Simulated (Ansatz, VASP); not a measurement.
# PbSe in VASP and in Ansatz

File INCAR:

```
SYSTEM = PbSe
  PREC = Accurate
  ENCUT = 520
  EDIFF = 1E-6
  ISMEAR = 0
  SIGMA = 0.03
  LREAL = .FALSE.
  LASPH = .TRUE.
  NELM = 60
  ALGO = Normal
  ISIF = 2
  LWAVE = .FALSE.
  LCHARG = .FALSE.
  GGA = PE
  IVDW = 12
  NBANDS = 17
```

File KPOINTS:

```
Automatic mesh
0
G
  10 10 10
  0 0 0
```

The input POSCAR:

```
PbSe
1.0
    0.0000000000      3.0135795723      2.8719413324
    3.0135795723      0.0000000000      2.8719413324
    3.0135795723      3.0135795723      0.0000000000
Pb Se
1 1
Direct
    0.0000000000      0.0000000000      0.0000000000
    0.5000000000      0.5000000000      0.5000000000
```

Input for Ansatz:

```yaml
crystal:
  lattice:
    - [0.0, 3.0135795723, 2.8719413324]
    - [3.0135795723, 0.0, 2.8719413324]
    - [3.0135795723, 3.0135795723, 0.0]
  atoms:
    - { symbol: Pb, position: [0.0, 0.0, 0.0] }
    - { symbol: Se, position: [0.5, 0.5, 0.5] }
basis:
  ecutwfc: 420
kpoints:
  mp_grid: { grid: [10, 10, 10] }
hamiltonian:
  xc: pbe
  dispersion: d3bj
scf:
  occupations: { method: gaussian, width: 0.03 }
output:
  forces: true
  stress: true
  eigenvalues: true
```

Alike in both runs: task single point; functional PBE; dispersion D3(BJ); k mesh 10 × 10 × 10; occupations gaussian, width 0.03 eV; no spin polarisation.

|  | VASP | Ansatz |
| --- | --- | --- |
| version | VASP 6.6.1 | Ansatz 0.2.0 |
| potentials or method | VASP PAW PBE potentials, release 64 (Pb_d, Se), cutoff 520 eV | scalar-relativistic, plane waves, PAW |
| valence electrons in the cell | 20 | 30 |

```csv
,VASP,Ansatz,Ansatz less VASP
gap on the k mesh at the Fermi level (eV),0.16,0.16,+0.005
least direct gap on the mesh (eV),0.16,0.16,+0.005
pressure (GPa),6.9,6.9,+0.01
"traceless stress, the component that is largest in VASP (GPa)",6.63,6.62,-0.012
```

VASP's potentials hold 20 valence electrons a cell and Ansatz's 30, so a difference there can come from the potentials and not from the codes.

Spin-orbit coupling is off throughout.
